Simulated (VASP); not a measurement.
Runs of VASP 6.6.1 on W. The structure is that of space group Fm-3m (No. 225), or close to it. The cells are those of the table. This isn't the form of W at room conditions, which is bcc.

```csv
cell,gap on the mesh (eV),pressure (GPa)
"a = 2.871 Å, angles 60.0°, 1 atom",none,-4.3
"a = 2.899 Å, angles 60.0°, 1 atom",none,-11.8
"a = 2.842 Å, angles 60.0°, 1 atom",none,(a)
"a = 2.927 Å, angles 60.0°, 1 atom",none,(b)
"a = 2.886, b = 2.886, c = 2.843 Å, angles 60.5, 60.5, 59.0°, 1 atom",none,-4.2
```

Alike in all rows: task single point; level PBE; potentials or basis VASP PAW PBE potentials, release 64 (W_sv); no spin polarisation; k mesh 21 × 21 × 21; cutoff (eV) 500; smearing gaussian 0.05 eV.

Task: Estimate the missing entries.

Result: (a) 4.6; (b) -18.2.

Caveats: spin-orbit coupling is left out, which moves the levels of the heavy elements; the cell stands under tension (at least some runs); the cell stands under pressure (at least some runs); the stress differs along the axes, from -7 to 1 GPa (at least some runs).

A k mesh can miss the band edges, and the runs leave out spin-orbit coupling on W.

A gap of «none» marks levels without a gap at the run's occupations.
